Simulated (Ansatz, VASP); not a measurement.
**Fe: VASP beside Ansatz**

```
CELL_PARAMETERS angstrom
0.00000 1.84653 1.86875
1.42497 0.00000 1.86875
1.42497 1.84653 0.00000
ATOMIC_POSITIONS crystal
Fe 0.00000 0.00000 0.00000
```

Alike in both runs: task single point; functional PBE; k mesh 20 × 20 × 20; occupations gaussian, width 0.1 eV; collinear spin.

```csv
,VASP,Ansatz
version,VASP 6.6.1,Ansatz 0.2.0
potentials or method,"VASP PAW PBE potentials, release 64 (Fe), cutoff 520 eV","scalar-relativistic, plane waves, PAW"
valence electrons in the cell,8,16
```

```tsv
	VASP	Ansatz	Ansatz less VASP
gap on the k mesh at the Fermi level (eV)	none	none	-
net moment per atom (μB)	1.96	1.95	-0.012
size of the moment on the site where the two differ most (μB)	1.93	1.96	+0.032
```

Site moments also hang on the region over which each program counts them. A gap of «none» marks a metal or a gap that the smearing closes. The functional is the same, so the differences come from potentials, cutoffs and numerics. VASP's potentials hold 8 valence electrons a cell and Ansatz's 16, so a difference there can come from the potentials and not from the codes.
